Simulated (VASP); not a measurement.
Here is a VASP 6.6.1 calculation.

File INCAR:

```
ALGO = Normal ; EDIFF = 1E-8
ENCUT = 520 ; GGA = PS
IBRION = 8 ; ISIF = 2
ISMEAR = 0 ; LASPH = True
LCHARG = False ; LREAL = False
LWAVE = False ; NELM = 80
NSW = 1 ; PREC = Accurate
SIGMA = 0.05
```

Contents of KPOINTS:

```
k-points
0
Gamma
  8 8 8
```

Contents of POSCAR:

```
GaAs
1.0
    0.0000000000      2.8295099419      2.8295099419
    2.8295099419      0.0000000000      2.8295099419
    2.8295099419      2.8295099419      0.0000000000
Ga As
1 1
Direct
    0.0000000000      0.0000000000      0.0000000000
    0.7500000000      0.7500000000      0.7500000000
```

Potentials or basis: VASP PAW PBE potentials, release 64 (Ga_d, As).

Run with:

```sh
$ cat potpaw_PBE.64/Ga_d/POTCAR potpaw_PBE.64/As/POTCAR > POTCAR
$ mpirun -np 1 vasp_std > vasp.out
```

(1) Predict the highest phonon frequency at Γ, LO-TO splitting left out.

## Answers

(1) 263 cm⁻¹.

Caveat: the cell differs from its parent crystal (phonons by finite displacements).
